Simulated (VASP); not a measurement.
Here is a VASP 6.6.1 calculation.

Contents of INCAR:

```
SYSTEM = Ge2Sb2Te5
PREC = Accurate ; ENCUT = 520
EDIFF = 1E-7 ; ISMEAR = 0
SIGMA = 0.15 ; LREAL = .False.
LASPH = .True. ; NELM = 100
ALGO = Normal ; ISIF = 2
LWAVE = .False. ; LCHARG = .True.
GGA = PS ; LELF = .True.
LVHAR = .True. ; NBANDS = 44
```

File KPOINTS:

```
Automatic mesh
0
Gamma
  11 11 3
  0 0 0
```

File POSCAR:

```
Ge2Sb2Te5
1.0
   -4.2017346381      0.0000000000      0.0000000000
   -2.1008673191     -3.6388089366      0.0000000000
    0.0000000000      0.0000000000     21.6060817248
Ge Sb Te
2 2 5
Direct
    1.0000000000      1.0000000000      0.6635509955
    0.0000000000      0.0000000000      0.1281743132
    0.3333333333      0.3333333333      0.4882523072
    0.6666666667      0.6666666667      0.3034730016
    0.0000000000      0.0000000000      0.3958626544
    0.3333333333      0.3333333333      0.2225209416
    0.6666666667      0.6666666667      0.5692043672
    0.3333333333      0.3333333333      0.7289273782
    0.6666666667      0.6666666667      0.0627979305
```

Potentials or basis: VASP PAW PBE potentials, release 64 (Ge_d, Sb, Te).

Command:

```bash
$ cat potpaw_PBE.64/Ge_d/POTCAR potpaw_PBE.64/Sb/POTCAR potpaw_PBE.64/Te/POTCAR > POTCAR
$ mpirun -np 1 vasp_std > vasp.out
```

**Question.** Estimate the pressure.

**Answer.** -0.3 GPa.

**Question.** What does it give for the band gap on the k mesh?

**Answer.** 0.18 eV (least direct gap 0.48 eV).

**Question.** Predict the largest force.

**Answer.** 0.059 eV/Å.

Stress tensor (GPa, compression positive):
```
-0.47  0.00  0.00
 0.00 -0.47  0.00
 0.00  0.00  0.07
```

Caveat: the cell differs from its parent crystal (the distance across one plane changed); the PAW data sets were made with another functional, which shifts forces and pressure a little; spin-orbit coupling is left out, which moves the levels of the heavy elements; an odd mesh through Γ misses points on the zone boundary, where band edges can lie.
